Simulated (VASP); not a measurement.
The system is TaN (rocksalt type).

```
Ta N
1.0
     0.00000    2.15443    2.15443
     2.15443    0.00000    2.15443
     2.15443    2.15443    0.00000
Ta N
1 1
Direct
  0.00000 0.00000 0.00000
  0.50000 0.50000 0.50000
```

```yaml
Program: VASP 6.6.1
Task: relaxation of cell and atoms
Functional: r2SCAN
Potentials_or_basis: VASP PAW PBE potentials, release 64 (Ta_pv, N)
Cutoff: 600 eV
k_mesh: 15 × 15 × 15
Occupations: fermi-dirac, width 0.05 eV
Spin: no spin polarisation
```

At the start: pressure 26.6 GPa; volume 10.00 Å³/atom.

Question: How do energy, volume and symmetry change on relaxing?

Answer: Over 17 steps the energy falls by 53.0 meV/atom and the volume is 10.68 Å³/atom (+6.8 %); space group Fm-3m (No. 225, to 0.05 Å).

Step by step:
```csv
step,energy change (eV),largest force (eV/Å),pressure (GPa),volume (Å³)
1,0.0000,0.0000,26.58,20.00
2,0.4527,0.0000,-40.14,25.20
3,-0.1056,0.0000,-1.43,21.45
4,-0.1060,0.0000,-0.15,21.37
5,-0.1060,0.0000,0.32,21.34
6,-0.1060,0.0000,0.32,21.34
7,-0.1060,0.0000,0.32,21.34
8,-0.1060,0.0000,0.28,21.34
9,-0.1060,0.0000,0.27,21.34
10,-0.1060,0.0000,0.27,21.34
11,-0.1060,0.0000,0.27,21.34
12,-0.1060,0.0000,0.27,21.34
13,-0.1060,0.0000,0.27,21.34
14,-0.1060,0.0000,0.26,21.34
15,-0.1060,0.0000,0.25,21.35
16,-0.1060,0.0000,0.12,21.35
17,-0.1060,0.0000,-0.07,21.36
```

Final structure:
```yaml
crystal:
  lattice:
    - [0.00000, 2.20229, 2.20229]
    - [2.20229, 0.00000, 2.20229]
    - [2.20229, 2.20229, 0.00000]
  atoms:
    - { symbol: Ta, position: [0.00000, 0.00000, 0.00000] }
    - { symbol: N, position: [0.50000, 0.50000, 0.50000] }
```

Caveat: the PAW data sets were made with another functional, which shifts forces and pressure a little.
